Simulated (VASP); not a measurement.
Set up this calculation in VASP 6.6.1, as the native input.

```
Task                   : single point
Functional             : PBEsol
Potentials or basis    : VASP PAW PBE potentials, release 64 (Sb)
Cutoff                 : 520 eV
k mesh                 : 6 × 6 × 6
Occupations            : gaussian, width 0.1 eV
Spin                   : no spin polarisation
Dipole correction      : no
Further INCAR settings : ALGO = Normal; EDIFF = 1e-07; NBANDS = 12
```

The structure of Sb lies in POSCAR:

```
Sb
1.0
    2.1542000000      1.2437279499      3.7580000000
   -2.1542000000      1.2437279499      3.7580000000
    0.0000000000     -2.4874558998      3.7580000000
Sb
2
Direct
    0.2334900000      0.2334900000      0.2334900000
    0.7665100000      0.7665100000      0.7665100000
```

These files were run (other wordings do the same):

INCAR

```
PREC = Accurate
ENCUT = 520
EDIFF = 1E-7
ISMEAR = 0
SIGMA = 0.1
LREAL = False
LASPH = True
NELM = 100
ALGO = Normal
ISIF = 2
LWAVE = False
LCHARG = True
GGA = PS
LELF = True
LVHAR = True
NBANDS = 12
```

KPOINTS

```
regular mesh
0
Gamma
  6 6 6
```

Potentials or basis: VASP PAW PBE potentials, release 64 (Sb).

The run is started by

```sh
$ cat potpaw_PBE.64/Sb/POTCAR > POTCAR
$ mpirun -np 1 vasp_std > vasp.out
```

It gave:

| Item | Value |
| --- | --- |
| Pressure | 0.3 GPa |
| Largest force | 0.067 eV/Å |
| Band gap on the k mesh | zero (bands 5 and 6 overlap by 0.29 eV) |

Caveat: the PAW data sets were made with another functional, which shifts forces and pressure a little; spin-orbit coupling is left out, which moves the levels of the heavy elements.

Run time: 30 s on 1 thread of Intel(R) Xeon(R) Platinum 8375C CPU @ 2.90GHz (Ice Lake) (shared host), peak memory 0.2 GiB.
